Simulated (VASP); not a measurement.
Write the native input for VASP 6.6.1 that does the following.

```yaml
Task: single point
Functional: PBE
Potentials_or_basis: VASP PAW PBE potentials, release 64 (Al, Ru_pv)
Cutoff: 500 eV
k_mesh: 11 × 11 × 11
Occupations: fermi-dirac, width 0.15 eV
Spin: no spin polarisation
Dipole_correction: no
Further_INCAR_settings: ALGO = Normal; EDIFF = 1e-06; NBANDS = 16
```

The structure of AlRu lies in POSCAR:

```
AlRu
1.0
    2.9916000000      0.0000000000      0.0000000000
    0.0000000000      2.9916000000      0.0000000000
    0.0000000000      0.0000000000      2.9916000000
Al Ru
1 1
Direct
    0.0000000000      0.0000000000      0.0000000000
    0.5000000000      0.5000000000      0.5000000000
```

One way to write it, as run:

INCAR

```
  ALGO = Normal
  EDIFF = 1E-6
  ENCUT = 500
  GGA = PE
  GGA_COMPAT = False
  ISIF = 2
  ISMEAR = -1
  LASPH = True
  LCHARG = False
  LREAL = False
  LWAVE = False
  NBANDS = 16
  NELM = 120
  PREC = Accurate
  SIGMA = 0.15
```

KPOINTS

```
k-points
0
Gamma
  11 11 11
```

Potentials or basis: VASP PAW PBE potentials, release 64 (Al, Ru_pv).

Launch:

```console
$ cat potpaw_PBE.64/Al/POTCAR potpaw_PBE.64/Ru_pv/POTCAR > POTCAR
$ mpirun -np 1 vasp_std > vasp.out
```

Results of the run:

* Pressure: 3.1 GPa
* Band gap on the k mesh: zero (an odd number of electrons rules out a gap without spin polarisation)

Caveat: the cell stands under pressure.

It took 11 s on 1 thread of Intel(R) Xeon(R) Platinum 8488C (Sapphire Rapids) (shared host), peak memory 0.15 GiB.
